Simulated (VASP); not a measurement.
Runs of VASP 6.6.1 on NaHgF3. The structure is that of space group Pm-3m (No. 221), or close to it. The cells are those of the table. 

| task | cell | k mesh | cutoff (eV) | smearing | gap on the mesh (eV) | pressure (GPa) |
| --- | --- | --- | --- | --- | --- | --- |
| single point | a = 4.561 Å, 5 atoms | 8 × 8 × 8 | 520 | gaussian 0.02 eV | 0.37 | 0.2 |
| single point | a = 4.566 Å, 5 atoms | 6 × 6 × 6 | 520 | gaussian 0.1 eV | 0.37 | 0.1 |
| relaxation of cell and atoms | relaxed from a = 4.101 Å, 5 atoms | 6 × 6 × 6 | 600 | gaussian 0.1 eV | 0.37 | -0.1 |
| electric field gradients | a = 4.561 Å, 5 atoms | 8 × 8 × 8 | 520 | gaussian 0.01 eV | 0.37 | (a) |
| relaxation of cell and atoms | relaxed from a = 4.566 Å, 5 atoms | 8 × 8 × 8 | 600 | gaussian 0.02 eV | 0.38 | 0.0 |

Alike in all rows: level PBE; potentials or basis VASP PAW PBE potentials, release 64 (Na_pv, Hg, F); no spin polarisation.

Problem. Estimate the missing entries.

Solution. (a) 0.3.

Caveats: spin-orbit coupling is left out, which moves the levels of the heavy elements; the relaxation stopped at its first step, so nothing moved (some runs).

A k mesh can miss the band edges, and the runs leave out spin-orbit coupling on Hg.
